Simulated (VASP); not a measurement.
The system is NaCl.

```
CELL_PARAMETERS angstrom
0.00000 2.81257 2.81257
2.81257 0.00000 2.81257
2.81257 2.81257 0.00000
ATOMIC_POSITIONS crystal
Cl 0.50000 0.50000 0.50000
Na 0.00000 0.00000 0.00000
```

Base run:

```yaml
Program: VASP 6.6.1
Functional: r2SCAN
Potentials_or_basis: VASP PAW PBE potentials, release 64 (Cl, Na_pv)
Cutoff: 520 eV
k_mesh: 8 × 8 × 8
Occupations: fermi-dirac, width 0.05 eV
Spin: no spin polarisation
```

Its results: band gap on the k mesh 5.95 eV; pressure -0.5 GPa.

Question: The run is repeated on the same cell with these changes: functional from r2SCAN to PBE-based screened hybrid with 25 % exact exchange; k mesh from 8 × 8 × 8 to 4 × 4 × 4. What comes out?

Answer: Band gap on the k mesh 6.26 eV; pressure 0.5 GPa.

Several settings changed at once.

Caveats: some runs use coarse meshes; the PAW data sets were made with another functional, which shifts forces and pressure a little.

A k mesh can miss the band edges.
